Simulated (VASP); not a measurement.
Input of a VASP 6.6.1 run:

INCAR

```
ALGO     = Fast           # electronic algorithm
EDIFF    = 1E-6           # SCF threshold, eV
ENCUT    = 520            # plane-wave cutoff, eV
GGA      = PE             # functional
ISIF     = 2              # what is computed and relaxed
ISMEAR   = 0              # smearing method
LASPH    = T              # aspherical terms in the spheres
LCHARG   = F              # write CHGCAR
LREAL    = F              # projectors in reciprocal space
LWAVE    = F              # write WAVECAR
NBANDS   = 19             # bands
NELM     = 60             # most SCF steps
PREC     = Accurate       # precision mode
SIGMA    = 0.1            # smearing width, eV
```

KPOINTS

```
k-points
0
Gamma
  18 18 8
```

POSCAR

```
Zn
1.0
    2.8890031676      0.0000000000      0.0000000000
   -1.4445015837      2.5019501348      0.0000000000
    0.0000000000      0.0000000000      5.1213827937
Zn
2
Direct
    0.3333333333      0.6666666667      0.2500000000
    0.6666666667      0.3333333333      0.7500000000
```

Potentials or basis: VASP PAW PBE potentials, release 64 (Zn).

Launch:

```sh
$ cat potpaw_PBE.64/Zn/POTCAR > POTCAR
$ mpirun -np 1 vasp_std > vasp.out
```

Task: What does it give for the band gap on the k mesh?

Result: Zero (band 12 reaches 3.20 eV, above the bottom of band 13 at -0.70 eV).

Task: Predict the pressure.

Result: -8.1 GPa.

Stress tensor (GPa, compression positive):
```
-9.17  0.00  0.00
 0.00 -9.17  0.00
 0.00  0.00 -5.92
```

Caveat: the cell differs from its parent crystal (Mg replaced by Zn, lengths x 0.919, strained).
